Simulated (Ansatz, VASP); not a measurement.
**Ti: VASP beside Ansatz**

File POSCAR:

```
Ti
1.0
    3.1405000000      0.0000000000      0.0000000000
   -1.5702500000      2.7197527806      0.0000000000
    0.0000000000      0.0000000000      5.0095000000
Ti
2
Direct
    0.3333333333      0.6666666667      0.2500000000
    0.6666666667      0.3333333333      0.7500000000
```

INCAR.step1

```
ALGO = Normal ; EDIFF = 1E-4
ENCUT = 520 ; GGA = PE
ISMEAR = 1 ; LASPH = T
LCHARG = F ; LREAL = F
LWAVE = T ; NBANDS = 19
NELM = 80 ; PREC = Accurate
SIGMA = 0.05
```

The input INCAR.step2:

```
ALGO = Normal ; EDIFF = 1E-6
ENCUT = 520 ; ISIF = 2
ISMEAR = 1 ; ISTART = 1
LASPH = T ; LCHARG = F
LMIXTAU = T ; LREAL = F
LWAVE = F ; METAGGA = R2SCAN
NBANDS = 19 ; NELM = 80
PREC = Accurate ; SIGMA = 0.05
```

Contents of KPOINTS:

```
k-points
0
Gamma
  18 18 10
```

Input for Ansatz:

```yaml
crystal:
  lattice:
    - [3.1405, 0.0, 0.0]
    - [-1.57025, 2.7197527806, 0.0]
    - [0.0, 0.0, 5.0095]
  atoms:
    - { symbol: Ti, position: [0.3333333333, 0.6666666667, 0.25] }
    - { symbol: Ti, position: [0.6666666667, 0.3333333333, 0.75] }
basis:
  ecutwfc: 520.0
kpoints:
  mp_grid: { grid: [18, 18, 10] }
hamiltonian:
  xc: r2scan
scf:
  occupations: { method: cold, width: 0.05 }
output:
  forces: true
  stress: true
  eigenvalues: true
```

Alike in both runs: task single point; functional r2SCAN; k mesh 18 × 18 × 10; no spin polarisation.

```csv
,VASP,Ansatz
version,VASP 6.6.1,Ansatz 0.2.0
potentials or method,"VASP PAW PBE potentials, release 64 (Ti_sv), cutoff 520 eV","scalar-relativistic, plane waves, PAW"
occupations,"methfessel-paxton of order 1, width 0.05 eV","cold, width 0.05 eV"
valence electrons in the cell,24,24
```

```tsv
	VASP	Ansatz	Ansatz less VASP
gap on the k mesh at the Fermi level (eV)	none	none	-
pressure (GPa)	-16.8	-17.0	-0.20
traceless stress, the component that is largest in VASP (GPa)	-0.47	-0.50	-0.026
```

VASP's potentials were made for PBE, not for r2SCAN. A gap of «none» marks a metal or a gap that the smearing closes.
